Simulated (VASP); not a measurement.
Write the native input for VASP 6.6.1 that does the following.

```yaml
Task: single point
Functional: PBE
Potentials_or_basis: VASP PAW PBE potentials, release 64 (Si, Ni)
Cutoff: 520 eV
k_mesh: 14 × 14 × 14
Occupations: gaussian, width 0.1 eV
Spin: no spin polarisation
Dipole_correction: no
Further_INCAR_settings: ALGO = Fast; EDIFF = 1e-06; NBANDS = 25
```

The structure of SiNi3 lies in POSCAR:

```
SiNi3
1.0
    3.5588535429      0.0000000000      0.0000000000
    0.0000000000      3.5588535429      0.0000000000
    0.0000000000      0.0000000000      3.4747033113
Si Ni
1 3
Direct
    0.0000000000      0.0000000000      0.0000000000
    0.0000000000      0.5000000000      0.5000000000
    0.5000000000      0.0000000000      0.5000000000
    0.5000000000      0.5000000000      0.0000000000
```

This cell differs from its parent crystal: biaxial strain in the a-b plane: +1.5 %.

These files were run (other wordings do the same):

INCAR

```
SYSTEM = SiNi3
  PREC = Accurate
  ENCUT = 520
  EDIFF = 1E-6
  ISMEAR = 0
  SIGMA = 0.1
  LREAL = .FALSE.
  LASPH = .TRUE.
  NELM = 100
  ALGO = Fast
  ISIF = 2
  LWAVE = .FALSE.
  LCHARG = .FALSE.
  GGA = PE
  NBANDS = 25
```

KPOINTS

```
regular mesh
0
G
  14 14 14
  0 0 0
```

Potentials or basis: VASP PAW PBE potentials, release 64 (Si, Ni).

Launch:

```console
$ cat potpaw_PBE.64/Si/POTCAR potpaw_PBE.64/Ni/POTCAR > POTCAR
$ mpirun -np 1 vasp_std > vasp.out
```

Results of the run:

```
Pressure               : -4.1 GPa
Band gap on the k mesh : zero (bands 17 and 18 overlap by 0.28 eV)
```

Caveat: the cell differs from its parent crystal (biaxial strain in the a-b plane: +1.5 %); the cell stands under tension.

Wall time 2.5 min on 1 thread of Intel(R) Xeon(R) 6975P-C (Granite Rapids) (shared host), peak memory 0.34 GiB.
